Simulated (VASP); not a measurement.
Crystal: SrTa2O2.

```xyz
5
Lattice="-1.9718 1.9718 4.9871 1.9718 -1.9718 4.9871 1.9718 1.9718 -4.9871" Properties=species:S:1:pos:R:3 pbc="T T T"
Sr    0.0000    0.0000    0.0000
Ta    1.9718    0.0000    2.4936
Ta    0.0000    1.9718    2.4936
O     0.0000    0.0000    6.3074
O     0.0000    0.0000    3.6669
```

The cell was built from a structure type or drawn by symmetry, and may not be a known phase.

| Item | Value |
| --- | --- |
| Program | VASP 6.6.1 |
| Task | relaxation of cell and atoms |
| Functional | PBE |
| Potentials or basis | VASP PAW PBE potentials, release 64 (Sr_sv, Ta_pv, O) |
| Cutoff | 600 eV |
| k mesh | 6 × 6 × 6 |
| Occupations | gaussian, width 0.1 eV |
| Spin | no spin polarisation |

At the start: pressure 6.0 GPa; volume 15.51 Å³/atom.

Problem. How do energy, volume and symmetry change on relaxing?

Solution. Over 8 steps the energy falls by 446.7 meV/atom and the volume is 16.73 Å³/atom (+7.9 %); space group I4/mmm (No. 139, to 0.1 Å) before and after.

Step by step:
```
step  energy change (eV)  largest force (eV/Å)  pressure (GPa)  volume (Å³)
   1              0.0000                0.0235            6.03        77.56
   2             -1.9705                0.6399           -0.50        83.41
   3             -2.1937                0.0347           -2.13        86.28
   4             -2.2154                0.1994           -1.90        85.61
   5             -2.2168                0.2618            2.05        83.00
   6             -2.2260                0.2314            0.10        84.25
   7             -2.2312                0.1302            0.05        83.99
   8             -2.2335                0.0059            0.01        83.66
```

Final structure:
```
Sr Ta O
1.0
    -1.86158    1.86158    6.03529
     1.86158   -1.86158    6.03529
     1.86158    1.86158   -6.03529
Sr Ta O
1 2 2
Cartesian
  1.8616 1.8616 -6.0353
  1.8616 0.0000 3.0176
  0.0000 1.8616 3.0176
  0.0000 0.0000 7.6008
  0.0000 0.0000 4.4698
```

Caveat: a cell axis changed by over 15 % at a fixed basis, so the end point is rough.
